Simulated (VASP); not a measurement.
Set up this calculation in VASP 6.6.1, as the native input.

- Task: single point
- Functional: PBE
- Potentials or basis: VASP PAW PBE potentials, release 64 (Pd, Pt, Se)
- Cutoff: 520 eV
- k mesh: 6 × 6 × 2
- Occupations: gaussian, width 0.1 eV
- Spin: no spin polarisation
- Dipole correction: no
- Further INCAR settings: ALGO = Normal; EDIFF = 1e-06; NBANDS = 33

The structure of PdPt2Se3 lies in POSCAR:

```
PdPt2Se3
1.0
    3.7552357866     -0.0000000027      0.0000000000
   -1.8776178910      3.2521295898      0.0000000000
    0.0000000000      0.0000000000      9.1751045455
Pd Pt Se
1 2 3
Direct
    0.0000000000      0.0000000000      0.0000000000
    0.3333333333      0.6666666667      0.6716524393
    0.6666666667      0.3333333333      0.3283475607
    0.3333333333      0.6666666667      0.1757306313
    0.6666666667      0.3333333333      0.8242693687
    0.0000000000      0.0000000000      0.5000000000
```

The cell was built from a structure type or drawn by symmetry, and may not be a known phase.

These files were run (other wordings do the same):

INCAR

```
  ALGO = Normal
  EDIFF = 1E-6
  ENCUT = 520
  GGA = PE
  ISIF = 2
  ISMEAR = 0
  LASPH = T
  LCHARG = T
  LELF = T
  LREAL = F
  LVHAR = T
  LWAVE = F
  NBANDS = 33
  NELM = 60
  PREC = Accurate
  SIGMA = 0.1
```

KPOINTS

```
k-points
0
Gamma
  6 6 2
```

Potentials or basis: VASP PAW PBE potentials, release 64 (Pd, Pt, Se).

Command:

```console
$ cat potpaw_PBE.64/Pd/POTCAR potpaw_PBE.64/Pt/POTCAR potpaw_PBE.64/Se/POTCAR > POTCAR
$ mpirun -np 1 vasp_std > vasp.out
```

Results of the run:

The pressure is 0.0 GPa, the largest force is 0.029 eV/Å and the band gap on the k mesh is zero (bands 24 and 25 overlap by 2.14 eV).

Caveat: spin-orbit coupling is left out, which moves the levels of the heavy elements.

It took 36 s on 1 thread of Intel(R) Xeon(R) 6975P-C (Granite Rapids) (shared host), peak memory 0.24 GiB.
